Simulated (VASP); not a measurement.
# CaC2 (I4/mmm) in VASP: further runs, part 2 of 2

VASP 6.6.1.

## (4) Single point, LDA (strain +0.000 along x and y, -0.050 along z)

Input file INCAR:

```
SYSTEM = CaC2
PREC = Accurate
ENCUT = 600
EDIFF = 1E-6
ISMEAR = 0
SIGMA = 0.05
LREAL = .False.
LASPH = .True.
NELM = 120
ALGO = Normal
ISIF = 2
LWAVE = .False.
LCHARG = .False.
GGA = CA
NBANDS = 16
GGA_COMPAT = .False.
```

Input file KPOINTS:

```
regular mesh
0
Gamma
  10 10 10
  0 0 0
```

Input file POSCAR:

```
CaC2
1.0
   -1.8789219473      1.8789219473      2.9818700956
    1.8789219473     -1.8789219473      2.9818700956
    1.8789219473      1.8789219473     -2.9818700956
Ca C
1 2
Direct
    0.0000000000      0.0000000000      0.0000000000
    0.5996770466      0.5996770466      0.0000000000
    0.4003229534      0.4003229534      0.0000000000
```

Command:

```
> cat potpaw_LDA.64/Ca_sv/POTCAR potpaw_LDA.64/C/POTCAR > POTCAR
> mpirun -np 1 vasp_std > vasp.out
```

Wall time 2.6 min (1 thread of Oxide Virtual Turin-like, shared host); peak memory 0.18 GiB.

The run converged. Its results:

| Quantity | Value |
| --- | --- |
| Free energy | -21.9196 eV |
| Pressure | 14.0 GPa |
| Largest force | 5.434 eV/Å |
| Band gap on the k mesh | 1.00 eV (least direct gap 2.23 eV) |

Forces on the atoms (eV/Å):
```
Ca   0.000  0.000  0.000
C    0.000  0.000  5.434
C    0.000  0.000 -5.434
```

Stress tensor (GPa, compression positive):
```
 0.70  0.00  0.00
 0.00  0.70  0.00
 0.00  0.00 40.57
```

Levels at points of the mesh, in eV from the valence-band top:
```tsv
k point	band 6	band 7	band 8	band 9	band 10	band 11	band 12	band 13
(0.00, 0.00, 0.00)	-2.96	-1.52	-1.12	-1.12	3.12	3.12	4.59	5.47
(0.50, 0.00, 0.00)	-4.42	-2.41	-2.14	-0.69	5.31	6.39	6.52	6.74
(0.50, 0.50, 0.00)	-3.01	-2.51	-1.68	-1.23	1.00	6.74	6.99	7.83
(0.50, 0.50, 0.50)	-4.18	-1.85	-1.85	-0.11	3.07	6.69	6.83	7.56
```

Caveat: the cell differs from its parent crystal (strain +0.000 along x and y, -0.050 along z); the stress differs along the axes, from 1 to 41 GPa; forces of over 1 eV/Å act on the atoms, so gaps and moduli don't describe the material at rest.

## (5) Single point, LDA (strain -0.025 along x and y, +0.025 along z)

Input file INCAR:

```
ALGO     = Normal         # electronic algorithm
EDIFF    = 1E-6           # SCF threshold, eV
ENCUT    = 600            # plane-wave cutoff, eV
GGA_COMPAT= False        
ISIF     = 2              # what is computed and relaxed
ISMEAR   = 0              # smearing method
LASPH    = True           # aspherical terms in the spheres
LCHARG   = False          # write CHGCAR
LREAL    = False          # projectors in reciprocal space
LWAVE    = False          # write WAVECAR
NBANDS   = 16             # bands
NELM     = 120            # most SCF steps
PREC     = Accurate       # precision mode
SIGMA    = 0.05           # smearing width, eV
```

Input file KPOINTS:

```
k-points
0
Gamma
  10 10 10
```

Input file POSCAR:

```
CaC2
1.0
   -1.8319488986      1.8319488986      3.2172808927
    1.8319488986     -1.8319488986      3.2172808927
    1.8319488986      1.8319488986     -3.2172808927
Ca C
1 2
Direct
    0.0000000000      0.0000000000      0.0000000000
    0.5996770466      0.5996770466      0.0000000000
    0.4003229534      0.4003229534      0.0000000000
```

Command:

```
> cat potpaw_LDA.64/Ca_sv/POTCAR potpaw_LDA.64/C/POTCAR > POTCAR
> mpirun -np 1 vasp_std > vasp.out
```

It took 4.4 min on 1 thread of Oxide Virtual Turin-like, shared host; peak memory 0.19 GiB.

The run converged. Its results:

```
Free energy            : -22.1112 eV
Pressure               : -1.6 GPa
Largest force          : 2.022 eV/Å
Band gap on the k mesh : 0.47 eV (least direct gap 1.73 eV)
```

Forces on the atoms (eV/Å):
```
Ca   0.000  0.000  0.000
C    0.000  0.000 -2.022
C    0.000  0.000  2.022
```

Stress tensor (GPa, compression positive):
```
  4.47   0.00   0.00
  0.00   4.47   0.00
  0.00   0.00 -13.71
```

Levels at points of the mesh, in eV from the valence-band top:
| k point | band 5 | band 6 | band 7 | band 8 | band 9 | band 10 | band 11 | band 12 | band 13 | band 14 |
| --- | --- | --- | --- | --- | --- | --- | --- | --- | --- | --- |
| (0.00, 0.00, 0.00) | -13.15 | -3.20 | -2.38 | -1.08 | -1.08 | 2.74 | 2.74 | 3.82 | 5.53 | 5.98 |
| (0.50, 0.00, 0.00) | -12.43 | -4.78 | -2.79 | -2.19 | -1.17 | 4.42 | 5.51 | 6.12 | 6.39 | 6.48 |
| (0.50, 0.50, 0.00) | -12.72 | -3.28 | -3.02 | -1.83 | -1.26 | 0.47 | 4.90 | 6.78 | 7.55 | 7.92 |
| (0.50, 0.50, 0.50) | -12.82 | -5.07 | -1.73 | -1.73 | 0.00 | 2.77 | 6.11 | 6.11 | 6.35 | 6.37 |

Caveat: the cell differs from its parent crystal (strain -0.025 along x and y, +0.025 along z); the stress differs along the axes, from -14 to 4 GPa; forces of over 1 eV/Å act on the atoms, so gaps and moduli don't describe the material at rest.

## (6) Single point, LDA (strain +0.000 along x and y, -0.025 along z)

Input file INCAR:

```
SYSTEM = CaC2
PREC = Accurate
ENCUT = 600
EDIFF = 1E-6
ISMEAR = 0
SIGMA = 0.05
LREAL = .FALSE.
LASPH = .TRUE.
NELM = 120
ALGO = Normal
ISIF = 2
LWAVE = .FALSE.
LCHARG = .FALSE.
NBANDS = 16
GGA_COMPAT = .FALSE.
```

Input file KPOINTS:

```
Automatic mesh
0
G
  10 10 10
  0 0 0
```

Input file POSCAR:

```
CaC2
1.0
   -1.8789219473      1.8789219473      3.0603403613
    1.8789219473     -1.8789219473      3.0603403613
    1.8789219473      1.8789219473     -3.0603403613
Ca C
1 2
Direct
    0.0000000000      0.0000000000      0.0000000000
    0.5996770466      0.5996770466      0.0000000000
    0.4003229534      0.4003229534      0.0000000000
```

Potentials or basis: VASP PAW LDA potentials, release 64 (Ca_sv, C).

Command:

```
> cat potpaw_LDA.64/Ca_sv/POTCAR potpaw_LDA.64/C/POTCAR > POTCAR
> mpirun -np 1 vasp_std > vasp.out
```

OUTCAR:

```text
SYSTEM = CaC2
   PREC = Accurate
   ENCUT = 600
   EDIFF = 1E-6
   ISMEAR = 0
   LREAL = .FALSE.
   LASPH = .TRUE.
   NELM = 120
   ISIF = 2

 ion  position               nearest neighbor table
   1  0.000  0.000  0.000-   2 2.45   3 2.45
   2  0.600  0.600  0.000-   3 1.22   1 2.45
   3  0.400  0.400  0.000-   2 1.22   1 2.45

  LATTYP: Found a body centered tetragonal cell.
 ALAT       =     3.7578438946
 C/A-ratio  =     1.6287746097

  Lattice vectors:

 A1 = (  -1.8789219473,   1.8789219473,   3.0603403613)
 A2 = (   1.8789219473,  -1.8789219473,   3.0603403613)
 A3 = (   1.8789219473,   1.8789219473,  -3.0603403613)

Analysis of symmetry for initial positions (statically):
=====================================================================
 Subroutine PRICEL returns:
 Original cell was already a primitive cell.

 Routine SETGRP: Setting up the symmetry group for a
 body centered tetragonal supercell.

 Subroutine GETGRP returns: Found 16 space group operations
 (whereof 16 operations were pure point group operations)
 out of a pool of 16 trial point group operations.

The static configuration has the point symmetry D_4h.

Analysis of symmetry for dynamics (positions and initial velocities):
=====================================================================
 Subroutine PRICEL returns:
 Original cell was already a primitive cell.

 Routine SETGRP: Setting up the symmetry group for a
 body centered tetragonal supercell.

 Subroutine GETGRP returns: Found 16 space group operations
 (whereof 16 operations were pure point group operations)
 out of a pool of 16 trial point group operations.

The dynamic configuration has the point symmetry D_4h.

 Subroutine INISYM returns: Found 16 space group operations
 (whereof 16 operations are pure point group operations),
 and found     1 'primitive' translations

----------------------------------------------------------------------------------------

                                     Primitive cell
[... 109 lines left out ...]
   EFERMI_NEDOS =   21; number of points for ismear=-14 and -15
   IALGO  =     38    algorithm
   IMIX   =      4    mixing-type and parameters
     AMIX     =   0.40;   BMIX     =  1.00
     AMIX_MAG =   1.60;   BMIX_MAG =  1.00
  volume/ion in A,a.u.               =      14.41        97.21
  Fermi-wavevector in a.u.,A,eV,Ry     =   1.222597  2.310373 20.337213  1.494743
  Thomas-Fermi vector in A             =   2.357738
   LORBIT       =      0    0 simple, 1 ext, 2 COOP (PROOUT), +10 PAW based schemes
   GGA     = CA    functional components
   LHFCALC =     F    Hartree Fock is set to
   AEXX    =    0.0000 exact exchange contribution
   IVDW    =     0    specifies the selected vdW correction
   LEPSILON=     F    determine dielectric tensor
   LRPA    =     F    only Hartree local field effects (RPA)
 non-spin polarized calculation
 Gauss-broadening in eV      SIGMA  =   0.05
  energy-cutoff  :      600.00
  volume of cell :       43.22
 maximum number of plane-waves:      1468
   NGX = 17   NGY = 17   NGZ = 17

 number of electron      18.0000002 magnetization

 Free energy of the ion-electron system (eV)
  ---------------------------------------------------
  ext. energy  EPLUGINS =         0.00000000
  ---------------------------------------------------
  free energy    TOTEN  =       -22.12248042 eV

  energy without entropy =      -22.12248042  energy(sigma->0) =      -22.12248042

 E-fermi :   2.0375     XC(G=0): -10.2545

 val. band max:        1.8345172891   @ k =  -0.4000  -0.4000   0.4000
 cond. band min:       2.7738017962   @ k =   0.5000   0.5000   0.0000
 fundamental gap:      0.9392845071
 Fermi energy:         2.0374870224

 k-point     1 :       0.0000    0.0000    0.0000
  band No.  band energies     occupation
      1     -36.1475      2.00000
      2     -17.4767      2.00000
      3     -17.4767      2.00000
      4     -17.3527      2.00000
      5     -11.2202      2.00000
      6      -1.1136      2.00000
[... 433 lines left out ...]
      3     -17.5873      2.00000
      4     -17.4230      2.00000
      5     -10.7303      2.00000
      6      -1.9182      2.00000
[... 8 lines left out ...]
     15      10.3112      0.00000
     16      10.7868      0.00000

 [... further k-points ...]
[... 5 lines left out ...]
  --------------------------------------------------------------------------------------
  -------------------------------------------------------------------------------------
  Total        0.1293634      0.1293634      4.9829503      0.0000000      0.0000000      0.0000000
  in kB        4.7959512      4.7959512    184.7353205      0.0000000      0.0000000      0.0000000
  external PRESSURE =      64.7757409 kB  Pullay stress =       0.0000000 kB

 VOLUME and BASIS-vectors are now :
 -----------------------------------------------------------------------------
  energy-cutoff  :      600.00
  volume of cell :       43.22
      direct lattice vectors                 reciprocal lattice vectors
    -1.878921947  1.878921947  3.060340361     0.000000000  0.266110043  0.163380520
     1.878921947 -1.878921947  3.060340361     0.266110043  0.000000000  0.163380520
     1.878921947  1.878921947 -3.060340361     0.266110043  0.266110043  0.000000000

 POSITION                                       TOTAL-FORCE (eV/Angst)
 -----------------------------------------------------------------------------------
      0.00000      0.00000      0.00000         0.000000      0.000000     -0.000000
      0.00000      0.00000      3.67043        -0.000000     -0.000000      2.519126
      0.00000      0.00000      2.45025         0.000000      0.000000     -2.519126
 -----------------------------------------------------------------------------------
    total drift:                                0.000000      0.000000      0.000000

  FREE ENERGIE OF THE ION-ELECTRON SYSTEM (eV)
  ---------------------------------------------------
  free  energy   TOTEN  =       -22.1224804166 eV

  energy  without entropy=      -22.1224804166  energy(sigma->0) =      -22.12248042
```

OSZICAR:

```text
N       E                     dE             d eps       ncg     rms          rms(c)
DAV:   1     0.127068760391E+03    0.12707E+03   -0.98745E+03  3264   0.122E+03
DAV:   2    -0.187330891312E+02   -0.14580E+03   -0.13905E+03  4144   0.288E+02
DAV:   3    -0.249938914877E+02   -0.62608E+01   -0.62353E+01  4288   0.589E+01
DAV:   4    -0.252415566450E+02   -0.24767E+00   -0.24757E+00  5096   0.994E+00
DAV:   5    -0.252435388014E+02   -0.19822E-02   -0.19820E-02  4272   0.899E-01    0.961E+00
DAV:   6    -0.223908416823E+02    0.28527E+01   -0.58016E+00  3552   0.142E+01    0.451E+00
DAV:   7    -0.221409548694E+02    0.24989E+00   -0.16272E+00  4632   0.675E+00    0.182E+00
DAV:   8    -0.221322341067E+02    0.87208E-02   -0.23847E-01  4176   0.326E+00    0.508E-01
DAV:   9    -0.221223056104E+02    0.99285E-02   -0.35408E-02  3992   0.121E+00    0.132E-01
DAV:  10    -0.221224792353E+02   -0.17362E-03   -0.34616E-03  4984   0.394E-01    0.666E-02
DAV:  11    -0.221225215310E+02   -0.42296E-04   -0.15790E-04  4736   0.842E-02    0.481E-02
DAV:  12    -0.221224824108E+02    0.39120E-04   -0.11337E-04  4240   0.872E-02    0.113E-02
DAV:  13    -0.221224805656E+02    0.18453E-05   -0.29561E-05  4320   0.321E-02    0.533E-03
DAV:  14    -0.221224804166E+02    0.14893E-06   -0.15408E-06  3112   0.949E-03
   1 F= -.22122480E+02 E0= -.22122480E+02  d E =-.396150E-11
```

It took 2.2 min on 1 thread of Oxide Virtual Turin-like, shared host; peak memory 0.18 GiB.

What came out:

| Property | Result |
| --- | --- |
| Free energy | -22.1225 eV |
| Pressure | 6.5 GPa |
| Largest force | 2.519 eV/Å |
| Band gap on the k mesh | 0.94 eV (least direct gap 2.13 eV) |

Forces in eV/Å, atoms in the order of the input:
```
Ca   0.000  0.000  0.000
C    0.000  0.000  2.519
C    0.000  0.000 -2.519
```

Caveat: the cell differs from its parent crystal (strain +0.000 along x and y, -0.025 along z); the stress differs along the axes, from 0 to 18 GPa; forces of over 1 eV/Å act on the atoms, so gaps and moduli don't describe the material at rest.

## (7) Single point, LDA (strain -0.025 along x and y, +0.050 along z)

Input file INCAR:

```
SYSTEM = CaC2
PREC = Accurate
ENCUT = 600
EDIFF = 1E-6
ISMEAR = 0
SIGMA = 0.05
LREAL = .False.
LASPH = .True.
NELM = 120
ALGO = Normal
ISIF = 2
LWAVE = .False.
LCHARG = .False.
NBANDS = 16
GGA_COMPAT = .False.
```

Input file KPOINTS:

```
regular mesh
0
Gamma
  10 10 10
  0 0 0
```

Input file POSCAR:

```
CaC2
1.0
   -1.8319488986      1.8319488986      3.2957511584
    1.8319488986     -1.8319488986      3.2957511584
    1.8319488986      1.8319488986     -3.2957511584
Ca C
1 2
Direct
    0.0000000000      0.0000000000      0.0000000000
    0.5996770466      0.5996770466      0.0000000000
    0.4003229534      0.4003229534      0.0000000000
```

Potentials or basis: VASP PAW LDA potentials, release 64 (Ca_sv, C).

Command:

```
> cat potpaw_LDA.64/Ca_sv/POTCAR potpaw_LDA.64/C/POTCAR > POTCAR
> mpirun -np 1 vasp_std > vasp.out
```

OUTCAR:

```text
SYSTEM = CaC2
   PREC = Accurate
   ENCUT = 600
   EDIFF = 1E-6
   ISMEAR = 0
   LREAL = .False.
   LASPH = .True.
   NELM = 120
   ISIF = 2

 ion  position               nearest neighbor table
   1  0.000  0.000  0.000-
   2  0.600  0.600  0.000-   3 1.31
   3  0.400  0.400  0.000-   2 1.31

  LATTYP: Found a body centered tetragonal cell.
 ALAT       =     3.6638977972
 C/A-ratio  =     1.7990409890

  Lattice vectors:

 A1 = (  -1.8319488986,   1.8319488986,   3.2957511584)
 A2 = (   1.8319488986,  -1.8319488986,   3.2957511584)
[... 639 lines left out ...]
     15      10.1657      0.00000
     16      10.4050      0.00000

 [... further k-points ...]
[... 5 lines left out ...]
  --------------------------------------------------------------------------------------
  -------------------------------------------------------------------------------------
  Total        1.1254551      1.1254551     -7.0383094      0.0000000      0.0000000      0.0000000
  in kB       40.7565712     40.7565712   -254.8812093      0.0000000      0.0000000      0.0000000
  external PRESSURE =     -57.7893556 kB  Pullay stress =       0.0000000 kB

 VOLUME and BASIS-vectors are now :
 -----------------------------------------------------------------------------
  energy-cutoff  :      600.00
  volume of cell :       44.24
      direct lattice vectors                 reciprocal lattice vectors
    -1.831948899  1.831948899  3.295751158     0.000000000  0.272933377  0.151710483
     1.831948899 -1.831948899  3.295751158     0.272933377  0.000000000  0.151710483
     1.831948899  1.831948899 -3.295751158     0.272933377  0.272933377  0.000000000

 POSITION                                       TOTAL-FORCE (eV/Angst)
 -----------------------------------------------------------------------------------
      0.00000      0.00000      0.00000         0.000000      0.000000      0.000000
      0.00000      0.00000      3.95277        -0.000000     -0.000000     -3.692342
      0.00000      0.00000      2.63873        -0.000000     -0.000000      3.692342
 -----------------------------------------------------------------------------------
    total drift:                                0.000000     -0.000000     -0.000000

  FREE ENERGIE OF THE ION-ELECTRON SYSTEM (eV)
  ---------------------------------------------------
  free  energy   TOTEN  =       -21.9821414960 eV

  energy  without entropy=      -21.9821414959  energy(sigma->0) =      -21.98214150
```

Wall time 4.3 min (1 thread of Oxide Virtual Turin-like, shared host); peak memory 0.2 GiB.

What came out:

```yaml
Free_energy: -21.9821 eV
Pressure: -5.8 GPa
Largest_force: 3.692 eV/Å
Band_gap_on_the_k_mesh: 0.37 eV (least direct gap 1.63 eV)
```

Forces on the atoms (eV/Å):
```
Ca   0.000  0.000  0.000
C    0.000  0.000 -3.692
C    0.000  0.000  3.692
```

Stress tensor (GPa, compression positive):
```
  4.08   0.00   0.00
  0.00   4.08   0.00
  0.00   0.00 -25.49
```

Caveat: the cell differs from its parent crystal (strain -0.025 along x and y, +0.050 along z); the stress differs along the axes, from -25 to 4 GPa; forces of over 1 eV/Å act on the atoms, so gaps and moduli don't describe the material at rest. A k mesh can miss the band edges.

## (8) The runs side by side

| cell | gap on the mesh (eV) | pressure (GPa) | largest force (eV/Å) |
| --- | --- | --- | --- |
| a = 4.151 Å, angles 129.1, 129.1, 74.9°, 3 atoms | 0.06 | -2.1 | 3.75 |
| a = 4.070 Å, angles 126.5, 126.5, 79.1°, 3 atoms | 0.57 | 3.6 | - |
| a = 3.994 Å, angles 123.9, 123.9, 83.4°, 3 atoms | 1.00 | 14.0 | 5.43 |
| a = 4.131 Å, angles 127.3, 127.3, 77.7°, 3 atoms | 0.47 | -1.6 | 2.02 |
| a = 4.053 Å, angles 124.8, 124.8, 81.9°, 3 atoms | 0.94 | 6.5 | 2.52 |
| a = 4.192 Å, angles 128.2, 128.2, 76.3°, 3 atoms | 0.37 | -5.8 | 3.69 |

Alike in all rows: task single point; level LDA; potentials or basis VASP PAW LDA potentials, release 64 (Ca_sv, C); no spin polarisation; k mesh 10 × 10 × 10; cutoff (eV) 600; smearing gaussian 0.05 eV.

Caveats: forces of over 1 eV/Å act on the atoms, so gaps and moduli don't describe the material at rest (at least some runs); the stress differs along the axes, from -26 to 10 GPa (at least some runs); the cell stands under pressure (at least some runs); the stress differs along the axes, from 1 to 41 GPa (at least some runs); the stress differs along the axes, from -14 to 4 GPa (at least some runs); the stress differs along the axes, from 0 to 18 GPa (at least some runs); the stress differs along the axes, from -25 to 4 GPa (at least some runs).

Total energies depend on the potentials used, so only differences within one code and one set of settings carry meaning.
